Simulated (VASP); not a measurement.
# GaPbI3 (Pm-3m) in VASP: further runs, part 2 of 2

VASP 6.6.1.

## 3. Single point, PBE

This run uses another cell than the first one, of 50.00 Å³/atom.

INCAR reads:

```
PREC     = Accurate       # precision mode
ENCUT    = 520            # plane-wave cutoff, eV
EDIFF    = 1E-6           # SCF threshold, eV
ISMEAR   = 0              # smearing method
SIGMA    = 0.1            # smearing width, eV
LREAL    = False          # projectors in reciprocal space
LASPH    = True           # aspherical terms in the spheres
NELM     = 60             # most SCF steps
ALGO     = Normal         # electronic algorithm
ISIF     = 2              # what is computed and relaxed
LWAVE    = False          # write WAVECAR
LCHARG   = True           # write CHGCAR
GGA      = PE             # functional
LELF     = True           # ELF
LVHAR    = True         
NBANDS   = 32             # bands
```

KPOINTS reads:

```
Automatic mesh
0
Gamma
  4 4 4
```

POSCAR reads:

```
GaPbI3
1.0
    6.2997900919      0.0000000000      0.0000000000
    0.0000000000      6.2997900919      0.0000000000
    0.0000000000      0.0000000000      6.2997900919
Ga Pb I
1 1 3
Direct
    0.0000000000      0.0000000000      0.0000000000
    0.5000000000      0.5000000000      0.5000000000
    0.0000000000      0.5000000000      0.5000000000
    0.5000000000      0.0000000000      0.5000000000
    0.5000000000      0.5000000000      0.0000000000
```

Potentials or basis: VASP PAW PBE potentials, release 64 (Ga_d, Pb_d, I).

The run is started by

```console
$ cat potpaw_PBE.64/Ga_d/POTCAR potpaw_PBE.64/Pb_d/POTCAR potpaw_PBE.64/I/POTCAR > POTCAR
$ mpirun -np 1 vasp_std > vasp.out
```

Run time: 65 s. Hardware: 1 thread of Intel Xeon Platinum 8488C (Sapphire Rapids), shared host; peak memory 0.36 GiB.

It converged, with:

```yaml
Free_energy: -12.5480 eV
Pressure: 0.2 GPa
Band_gap_on_the_k_mesh: 1.22 eV (least direct gap 1.36 eV)
```

Levels at points of the mesh, in eV from the valence-band top:
```
           k point  band 22  band 23  band 24  band 25  band 26  band 27
(0.00, 0.00, 0.00)    -1.41    -1.41    -1.41     1.97     1.97     1.97
(0.50, 0.00, 0.00)    -1.37    -1.37    -0.99     1.22     1.73     1.73
(0.50, 0.50, 0.00)    -1.51    -0.88    -0.48     1.41     1.59     1.59
(0.50, 0.50, 0.50)    -0.87    -0.87     0.00     1.36     1.36     1.36
```

Caveat: spin-orbit coupling is left out, which moves the levels of the heavy elements.

## 4. Single point, PBE

This run uses another cell than the first one, of 50.67 Å³/atom.

INCAR reads:

```
ALGO     = Normal         # electronic algorithm
EDIFF    = 1E-6           # SCF threshold, eV
ENCUT    = 520            # plane-wave cutoff, eV
GGA      = PE             # functional
ISIF     = 2              # what is computed and relaxed
ISMEAR   = 0              # smearing method
LASPH    = True           # aspherical terms in the spheres
LCHARG   = True           # write CHGCAR
LELF     = True           # ELF
LREAL    = False          # projectors in reciprocal space
LVHAR    = True         
LWAVE    = False          # write WAVECAR
NBANDS   = 32             # bands
NELM     = 80             # most SCF steps
PREC     = Accurate       # precision mode
SIGMA    = 0.02           # smearing width, eV
```

KPOINTS reads:

```
k-points
0
Gamma
  4 4 4
```

POSCAR: that of step 3 with these lines changed.

```diff
@@ -2,5 +2,5 @@
 1.0
-    6.2997900919      0.0000000000      0.0000000000
-    0.0000000000      6.2997900919      0.0000000000
-    0.0000000000      0.0000000000      6.2997900919
+    6.3278148344      0.0000000000      0.0000000000
+    0.0000000000      6.3278148344      0.0000000000
+    0.0000000000      0.0000000000      6.3278148344
 Ga Pb I
```

The run is started by

```console
$ cat potpaw_PBE.64/Ga_d/POTCAR potpaw_PBE.64/Pb_d/POTCAR potpaw_PBE.64/I/POTCAR > POTCAR
$ mpirun -np 1 vasp_std > vasp.out
```

Run time: 61 s. Hardware: 1 thread of Intel Xeon Platinum 8488C (Sapphire Rapids), shared host; peak memory 0.37 GiB.

It converged, with:

```
Free energy            : -12.5502 eV
Pressure               : 0.0 GPa
Band gap on the k mesh : 1.27 eV (least direct gap 1.40 eV)
```

Levels at points of the mesh, in eV from the valence-band top:
```csv
k point,band 20,band 21,band 22,band 23,band 24,band 25,band 26,band 27,band 28,band 29
"(0.00, 0.00, 0.00)",-1.36,-1.36,-1.34,-1.34,-1.34,2.00,2.00,2.00,4.68,4.97
"(0.50, 0.00, 0.00)",-1.64,-1.46,-1.30,-1.30,-0.96,1.27,1.76,1.76,2.21,5.17
"(0.50, 0.50, 0.00)",-1.57,-1.57,-1.45,-0.82,-0.46,1.46,1.63,1.63,1.93,1.93
"(0.50, 0.50, 0.50)",-1.44,-0.81,-0.81,-0.81,0.00,1.40,1.40,1.40,2.04,2.04
```

Caveat: spin-orbit coupling is left out, which moves the levels of the heavy elements.

## 5. Relaxation of cell and atoms, PBE

INCAR reads:

```
ALGO     = Normal         # electronic algorithm
EDIFF    = 1E-7           # SCF threshold, eV
EDIFFG   = -0.04          # ionic threshold
ENCUT    = 600            # plane-wave cutoff, eV
GGA      = PE             # functional
IBRION   = 2              # ionic algorithm
ISIF     = 3              # what is computed and relaxed
ISMEAR   = 0              # smearing method
LASPH    = True           # aspherical terms in the spheres
LCHARG   = False          # write CHGCAR
LREAL    = False          # projectors in reciprocal space
LWAVE    = False          # write WAVECAR
NELM     = 60             # most SCF steps
NSW      = 90             # ionic steps
PREC     = Accurate       # precision mode
SIGMA    = 0.1            # smearing width, eV
```

KPOINTS is that of step 4.

POSCAR: that of step 4 with these lines changed.

```diff
@@ -2,5 +2,5 @@
 1.0
-    6.3278148344      0.0000000000      0.0000000000
-    0.0000000000      6.3278148344      0.0000000000
-    0.0000000000      0.0000000000      6.3278148344
+    5.7454458600      0.0000000000      0.0000000000
+    0.0000000000      5.7454458600      0.0000000000
+    0.0000000000      0.0000000000      5.7454458600
 Ga Pb I
```

The run is started by

```console
$ cat potpaw_PBE.64/Ga_d/POTCAR potpaw_PBE.64/Pb_d/POTCAR potpaw_PBE.64/I/POTCAR > POTCAR
$ mpirun -np 1 vasp_std > vasp.out
```

Wall time 2.3 min (1 thread of Intel Xeon Platinum 8488C (Sapphire Rapids), shared host); peak memory 0.37 GiB.

Results (log left out):

| Quantity | Value |
| --- | --- |
| Free energy | -12.5447 eV |
| Relaxed volume | 50.78 Å³/atom |
| Relaxed cell | a = 6.332 Å, b = 6.332 Å, c = 6.332 Å, α = 90.00°, β = 90.00°, γ = 90.00° |
| Space group after relaxing (to 0.1 Å) | Pm-3m (No. 221) |
| Energy gained by relaxing | 258.3 meV/atom |
| Ionic steps | 3 |
| Pressure after relaxing | 0.0 GPa |
| Band gap on the k mesh | 1.27 eV (least direct gap 1.41 eV) |

Step by step:
```csv
step,energy change (eV),largest force (eV/Å),pressure (GPa),volume (Å³)
1,0.0000,0.0000,8.40,189.66
2,-1.2890,0.0000,0.22,249.62
3,-1.2914,0.0000,-0.04,253.92
```

Final structure:
```yaml
crystal:
  lattice:
    - [6.33235, 0.00000, 0.00000]
    - [0.00000, 6.33235, 0.00000]
    - [0.00000, 0.00000, 6.33235]
  atoms:
    - { symbol: Ga, position: [0.00000, 0.00000, 0.00000] }
    - { symbol: Pb, position: [0.50000, 0.50000, 0.50000] }
    - { symbol: I, position: [0.00000, 0.50000, 0.50000] }
    - { symbol: I, position: [0.50000, 0.00000, 0.50000] }
    - { symbol: I, position: [0.50000, 0.50000, 0.00000] }
```

Levels at points of the mesh, in eV from the valence-band top:
| k point | band 21 | band 22 | band 23 | band 24 | band 25 | band 26 | band 27 | band 28 |
| --- | --- | --- | --- | --- | --- | --- | --- | --- |
| (0.00, 0.00, 0.00) | -1.35 | -1.33 | -1.33 | -1.33 | 2.00 | 2.00 | 2.00 | 4.68 |
| (0.50, 0.00, 0.00) | -1.44 | -1.29 | -1.29 | -0.95 | 1.28 | 1.77 | 1.77 | 2.21 |
| (0.50, 0.50, 0.00) | -1.56 | -1.44 | -0.81 | -0.46 | 1.47 | 1.64 | 1.64 | 1.93 |
| (0.50, 0.50, 0.50) | -0.80 | -0.80 | -0.80 | 0.00 | 1.41 | 1.41 | 1.41 | 2.04 |

Caveat: the volume moved by over 15 % at a fixed basis, so the end points are rough; spin-orbit coupling is left out, which moves the levels of the heavy elements.

## 6. Relaxation of cell and atoms, PBE

This run uses another cell than the first one, of 50.00 Å³/atom.

INCAR reads:

```
SYSTEM = GaPbI3
ALGO = Normal
EDIFF = 1E-6
EDIFFG = -0.01
ENCUT = 600
GGA = PE
IBRION = 2
ISIF = 3
ISMEAR = 0
LASPH = .TRUE.
LCHARG = .FALSE.
LREAL = .FALSE.
LWAVE = .FALSE.
NELM = 60
NSW = 100
PREC = Accurate
SIGMA = 0.02
```

KPOINTS reads:

```
k-points
0
G
  4 4 4
  0 0 0
```

POSCAR: that of step 5 with these lines changed.

```diff
@@ -2,5 +2,5 @@
 1.0
-    5.7454458600      0.0000000000      0.0000000000
-    0.0000000000      5.7454458600      0.0000000000
-    0.0000000000      0.0000000000      5.7454458600
+    6.2997900919      0.0000000000      0.0000000000
+    0.0000000000      6.2997900919      0.0000000000
+    0.0000000000      0.0000000000      6.2997900919
 Ga Pb I
```

Potentials or basis: VASP PAW PBE potentials, release 64 (Ga_d, Pb_d, I).

The run is started by

```console
$ cat potpaw_PBE.64/Ga_d/POTCAR potpaw_PBE.64/Pb_d/POTCAR potpaw_PBE.64/I/POTCAR > POTCAR
$ mpirun -np 1 vasp_std > vasp.out
```

It took 2.3 min on 1 thread of Intel Xeon Platinum 8488C (Sapphire Rapids), shared host; peak memory 0.42 GiB.

The run converged. Its results:

```yaml
Free_energy: -12.5500 eV
Relaxed_volume: 50.66 Å³/atom
Relaxed_cell: a = 6.327 Å, b = 6.327 Å, c = 6.327 Å, α = 90.00°, β = 90.00°, γ = 90.00°
Space_group_after_relaxing_to_0.1_Å: Pm-3m (No. 221)
Energy_gained_by_relaxing: 0.4 meV/atom
Ionic_steps: 3
Pressure_after_relaxing: 0.0 GPa
Band_gap_on_the_k_mesh: 1.27 eV (least direct gap 1.40 eV)
```

Step by step:
| step | energy change (eV) | largest force (eV/Å) | pressure (GPa) | volume (Å³) |
| --- | --- | --- | --- | --- |
| 1 | 0.0000 | 0.0000 | 0.20 | 250.02 |
| 2 | -0.0018 | 0.0000 | 0.06 | 252.31 |
| 3 | -0.0020 | 0.0000 | 0.00 | 253.28 |

Final structure:
```yaml
crystal:
  lattice:
    - [6.32700, 0.00000, 0.00000]
    - [0.00000, 6.32700, 0.00000]
    - [0.00000, 0.00000, 6.32700]
  atoms:
    - { symbol: Ga, position: [0.00000, 0.00000, 0.00000] }
    - { symbol: Pb, position: [0.50000, 0.50000, 0.50000] }
    - { symbol: I, position: [0.00000, 0.50000, 0.50000] }
    - { symbol: I, position: [0.50000, 0.00000, 0.50000] }
    - { symbol: I, position: [0.50000, 0.50000, 0.00000] }
```

Levels at points of the mesh, in eV from the valence-band top:
| k point | band 22 | band 23 | band 24 | band 25 | band 26 | band 27 |
| --- | --- | --- | --- | --- | --- | --- |
| (0.00, 0.00, 0.00) | -1.34 | -1.34 | -1.34 | 2.00 | 2.00 | 2.00 |
| (0.50, 0.00, 0.00) | -1.30 | -1.30 | -0.96 | 1.27 | 1.76 | 1.76 |
| (0.50, 0.50, 0.00) | -1.45 | -0.82 | -0.46 | 1.46 | 1.63 | 1.63 |
| (0.50, 0.50, 0.50) | -0.81 | -0.81 | 0.00 | 1.40 | 1.40 | 1.40 |

Caveat: spin-orbit coupling is left out, which moves the levels of the heavy elements. A k mesh can miss the band edges.

## 7. The runs side by side

```tsv
task	cell	cutoff (eV)	smearing	gap on the mesh (eV)	pressure (GPa)	relaxed volume (Å³/atom)
single point	a = 5.745 Å, 5 atoms	520	gaussian 0.1 eV	none	8.4	-
single point	a = 6.300 Å, 5 atoms	520	gaussian 0.1 eV	1.22	0.2	-
single point	a = 6.328 Å, 5 atoms	520	gaussian 0.02 eV	1.27	0.0	-
relaxation of cell and atoms	relaxed from a = 5.745 Å, 5 atoms	600	gaussian 0.1 eV	1.27	0.0	50.78
relaxation of cell and atoms	relaxed from a = 6.300 Å, 5 atoms	600	gaussian 0.02 eV	1.27	0.0	50.66
```

Alike in all rows: level PBE; potentials or basis VASP PAW PBE potentials, release 64 (Ga_d, Pb_d, I); no spin polarisation; k mesh 4 × 4 × 4.

Caveats: spin-orbit coupling is left out, which moves the levels of the heavy elements; the cell stands under pressure (at least some runs); the volume moved by over 15 % at a fixed basis, so the end points are rough (at least some runs).

Absolute energies hang on the potentials; compare differences alone.
